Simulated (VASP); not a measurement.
A run of VASP 6.6.1:

POSCAR

```
HgTe
1.0
    0.0000000000      3.2959337815      3.2959337815
    3.2959337815      0.0000000000      3.2959337815
    3.2959337815      3.2959337815      0.0000000000
Hg Te
1 1
Direct
    0.0000000000      0.0000000000      0.0000000000
    0.7500000000      0.7500000000      0.7500000000
```

The input INCAR.step1:

```
  PREC = Accurate
  ENCUT = 550
  ISMEAR = 1
  SIGMA = 0.2
  LREAL = F
  LASPH = T
  NELM = 120
  NBANDS = 16
  GGA = PE
  ALGO = Normal
  EDIFF = 1E-5
  LWAVE = T
  LCHARG = F
  GGA_COMPAT = F
```

INCAR.step2

```
  PREC = Accurate
  ENCUT = 550
  EDIFF = 1E-6
  ISMEAR = 1
  SIGMA = 0.2
  LREAL = F
  LASPH = T
  NELM = 120
  ALGO = Normal
  ISIF = 2
  LWAVE = F
  LCHARG = F
  METAGGA = R2SCAN
  LMIXTAU = T
  LUSE_VDW = T
  IVDW_NL = 2
  BPARAM = 11.95
  CPARAM = 0.0093
  NBANDS = 16
  ISTART = 1
  GGA_COMPAT = F
```

Contents of KPOINTS:

```
Automatic mesh
0
Gamma
  3 3 3
```

Potentials or basis: VASP PAW PBE potentials, release 64 (Hg, Te).

Command:

```sh
$ cat potpaw_PBE.64/Hg/POTCAR potpaw_PBE.64/Te/POTCAR > POTCAR
$ cp INCAR.step1 INCAR
$ mpirun -np 1 vasp_std > vasp.out
$ cp INCAR.step2 INCAR
$ mpirun -np 1 vasp_std > vasp.out
```

Hardware: 1 thread of AMD EPYC 9R45 96-Core Processor (Zen 5), on a shared host.

Question: Estimate the wall time of this run.

Answer: Run time: 53 s on 1 thread of AMD EPYC 9R45 96-Core Processor (Zen 5), on a shared host, peak memory 0.36 GiB. Counts: k points 4.
